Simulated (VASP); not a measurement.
Write the native input for VASP 6.6.1 that does the following.

* Task: single point
* Functional: RPBE
* Potentials or basis: VASP PAW PBE potentials, release 64 (Rh_pv)
* Cutoff: 520 eV
* k mesh: 11 × 11 × 11
* Occupations: fermi-dirac, width 0.1 eV
* Spin: no spin polarisation
* Dipole correction: no
* Further INCAR settings: ALGO = Normal; EDIFF = 1e-06; NBANDS = 22

The structure of Rh lies in POSCAR:

```
Rh
1.0
    0.0000000000      2.8536012070      2.8536012070
    2.8536012070      0.0000000000      2.8536012070
    2.8536012070      2.8536012070      0.0000000000
Rh
2
Direct
    0.1250000000      0.1250000000      0.1250000000
    0.8750000000      0.8750000000      0.8750000000
```

This isn't the form of Rh at room conditions, which is fcc.

These files were run (other wordings do the same):

INCAR

```
SYSTEM = Rh
ALGO = Normal
EDIFF = 1E-6
ENCUT = 520
GGA = RP
ISIF = 2
ISMEAR = -1
LASPH = .TRUE.
LCHARG = .TRUE.
LELF = .TRUE.
LREAL = .FALSE.
LVHAR = .TRUE.
LWAVE = .FALSE.
NBANDS = 22
NELM = 100
PREC = Accurate
SIGMA = 0.1
```

KPOINTS

```
k-points
0
G
  11 11 11
  0 0 0
```

Potentials or basis: VASP PAW PBE potentials, release 64 (Rh_pv).

The run is started by

```sh
$ cat potpaw_PBE.64/Rh_pv/POTCAR > POTCAR
$ mpirun -np 1 vasp_std > vasp.out
```

It gave:

The pressure is -7.1 GPa. The band gap on the k mesh is zero (bands 15 and 16 overlap by 0.95 eV).

Caveat: the cell stands under tension; the PAW data sets were made with another functional, which shifts forces and pressure a little.

Run time: 83 s on 1 thread of Intel Xeon 8259CL, with other jobs on the host, peak memory 0.19 GiB.
